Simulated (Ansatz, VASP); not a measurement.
## One calculation of C, two programs

```xyz
2
Lattice="1.2280 0.7090 3.3470 -1.2280 0.7090 3.3470 0.0000 -1.4180 3.3470" Properties=species:S:1:pos:R:3 pbc="T T T"
C     0.0000    0.0000    1.6467
C     0.0000    0.0000    8.3943
```

Alike in both runs: task single point; functional PBE; k mesh 13 × 13 × 13; occupations fermi-dirac, width 0.03 eV; no spin polarisation.

|  | VASP | Ansatz |
| --- | --- | --- |
| version | VASP 6.6.1 | Ansatz 0.2.0 |
| potentials or method | VASP PAW PBE potentials, release 64 (C), cutoff 520 eV | all-electron LAPW, scalar-relativistic |

```csv
,VASP,Ansatz,Ansatz less VASP
pressure (GPa),4.8,4.3,-0.53
"traceless stress, the component that is largest in VASP (GPa)",-1.64,-1.03,+0.607
rms of the force components (eV/Å),0.503,0.506,+0.0026
```

Atom by atom the forces differ by 0.003 eV/Å (rms over components). Ansatz ran all-electron here, and VASP with PAW potentials.
